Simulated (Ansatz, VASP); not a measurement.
## Two plane-wave programs on BaTiO3

INCAR

```
  ALGO = Normal
  EDIFF = 1E-6
  EDIFFG = -0.01
  ENCUT = 600
  GGA = PE
  IBRION = 2
  ISIF = 3
  ISMEAR = -1
  LASPH = T
  LCHARG = F
  LDAU = T
  LDAUJ = 0 0 0
  LDAUL = -1 2 -1
  LDAUPRINT = 1
  LDAUTYPE = 2
  LDAUU = 0 1 0
  LMAXMIX = 4
  LREAL = F
  LWAVE = F
  NELM = 150
  NSW = 60
  PREC = Accurate
  SIGMA = 0.05
```

File KPOINTS:

```
k-points
0
Gamma
  7 7 7
```

File POSCAR:

```
BaTiO3
1.0
    3.9998000000      0.0000000000      0.0000000000
    0.0000000000      3.9998000000      0.0000000000
    0.0000000000      0.0000000000      4.0180000000
Ba Ti O
1 1 3
Direct
    0.0000000000      0.0000000000      0.0000000000
    0.5000000000      0.5000000000      0.4900000000
    0.0000000000      0.5000000000      0.5170000000
    0.5000000000      0.0000000000      0.5170000000
    0.5000000000      0.5000000000      0.0190000000
```

File input.yaml:

```yaml
crystal:
  lattice:
    - [3.9998, 0.0, 0.0]
    - [0.0, 3.9998, 0.0]
    - [0.0, 0.0, 4.018]
  atoms:
    - { symbol: Ba, position: [0.0, 0.0, 0.0] }
    - { symbol: Ti, position: [0.5, 0.5, 0.49] }
    - { symbol: O, position: [0.0, 0.5, 0.517] }
    - { symbol: O, position: [0.5, 0.0, 0.517] }
    - { symbol: O, position: [0.5, 0.5, 0.019] }
hamiltonian:
  xc: pbe
  pseudopotentials: { kind: paw }
  hubbard: { sites: [{ species: Ti, l: d, u_eff: 1.0 }] }
kpoints:
  mp_grid: { grid: [7, 7, 7] }
scf:
  occupations: { method: fermi_dirac, width: 0.05 }
output:
  forces: true
  stress: true
  write_density: true
  write_potential: true
  elf: true
  volumetric_format: npy
relax:
  f_tol: 0.01
  max_steps: 40
  cell: { stress_tol: 0.05 }
```

Alike in both runs: task relaxation of cell and atoms; functional PBE; k mesh 7 × 7 × 7; occupations fermi-dirac, width 0.05 eV; no spin polarisation; Hubbard terms Ti d U = 1.0 eV.

|  | VASP | Ansatz |
| --- | --- | --- |
| version | VASP 6.6.1 | Ansatz 0.2.0 |
| potentials or method | VASP PAW PBE potentials, release 64 (Ba_sv, Ti_sv, O) | Ansatz PAW |
| plane-wave cutoff (eV) | 600 | 420 |
| valence electrons in the cell | 40 | 40 |

Ansatz gave:

| Item | Value |
| --- | --- |
| gap on the k mesh at the Fermi level, each at its own relaxed structure (eV) | 2.04 |
| relaxed volume (Å³/atom) | 13.34 |
| relaxed cell length with the largest relative difference (Å) | 3.991 |

Estimate VASP's values.

gap on the k mesh at the Fermi level, each at its own relaxed structure (eV): 1.96; relaxed volume (Å³/atom): 13.45; relaxed cell length with the largest relative difference (Å): 4.011.

The programs project onto different local orbitals, so the same U acts differently, and such runs can settle in different states.

Spin-orbit coupling is off throughout. Noted on Ansatz's run: odd divisions of the mesh miss points on the zone boundary, where band edges often lie, so the gap on the mesh can be too wide; the plane-wave basis is chosen anew once the cell has moved, so the energies of steps on either side of that aren't comparable.
